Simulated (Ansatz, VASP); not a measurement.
# I: VASP beside Ansatz

File INCAR:

```
ALGO = Normal
EDIFF = 1E-6
ENCUT = 520
GGA = PE
ISIF = 2
ISMEAR = -1
LASPH = T
LCHARG = F
LREAL = F
LWAVE = F
NBANDS = 10
NELM = 60
PREC = Accurate
SIGMA = 0.1
```

KPOINTS

```
k-points
0
Gamma
  11 11 11
```

File POSCAR:

```
I
1.0
    2.6187841314      0.0000000000      0.0000000000
    0.0000000000      2.6187841314      0.0000000000
    0.0000000000      0.0000000000      2.6187841314
I
1
Direct
    0.0000000000      0.0000000000      0.0000000000
```

Input for Ansatz:

```yaml
crystal:
  lattice:
    - [2.6187841314, 0.0, 0.0]
    - [0.0, 2.6187841314, 0.0]
    - [0.0, 0.0, 2.6187841314]
  atoms:
    - { symbol: I, position: [0.0, 0.0, 0.0] }
kpoints:
  mp_grid: { grid: [11, 11, 11] }
  band_path:
    path:
      - [0.0, 0.0, 0.0]
      - [0.0, 0.5, 0.0]
      - [0.5, 0.5, 0.0]
      - [0.0, 0.0, 0.0]
      - [0.5, 0.5, 0.5]
      - [0.0, 0.5, 0.0]
      - [0.5, 0.5, 0.5]
      - [0.5, 0.5, 0.0]
    npoints: 8
scf:
  occupations: { method: fermi_dirac, width: 0.1 }
hamiltonian:
  xc: pbe
  pseudopotentials: { kind: paw }
output:
  forces: true
  stress: true
  eigenvalues: true
  populations: true
  dos: { projected: true, de: 0.2, e_range: [-14, 8] }
  write_density: true
  write_potential: true
  elf: true
  volumetric_format: npy
```

Change from the starting cell: volume scaled by 0.43, PAW files.

Alike in both runs: task single point; functional PBE; k mesh 11 × 11 × 11; occupations fermi-dirac, width 0.1 eV; no spin polarisation.

```csv
,VASP,Ansatz
version,VASP 6.6.1,Ansatz 0.2.0
potentials or method,"VASP PAW PBE potentials, release 64 (I)","PAW with Ansatz's default frozen-core files, scalar-relativistic"
plane-wave cutoff (eV),520,420
valence electrons in the cell,7,17
```

|  | VASP | Ansatz | Ansatz less VASP |
| --- | --- | --- | --- |
| pressure (GPa) | 127.4 | 127.2 | -0.18 |

Both programs put the cell under a high pressure, so it lies far from rest at this level. The functional is the same, so the differences come from potentials, cutoffs and numerics. VASP's potentials hold 7 valence electrons a cell and Ansatz's 17, so a difference there can come from the potentials and not from the codes.

Neither program's run includes spin-orbit coupling. Noted on VASP's run: the cell as given lies far from equilibrium.
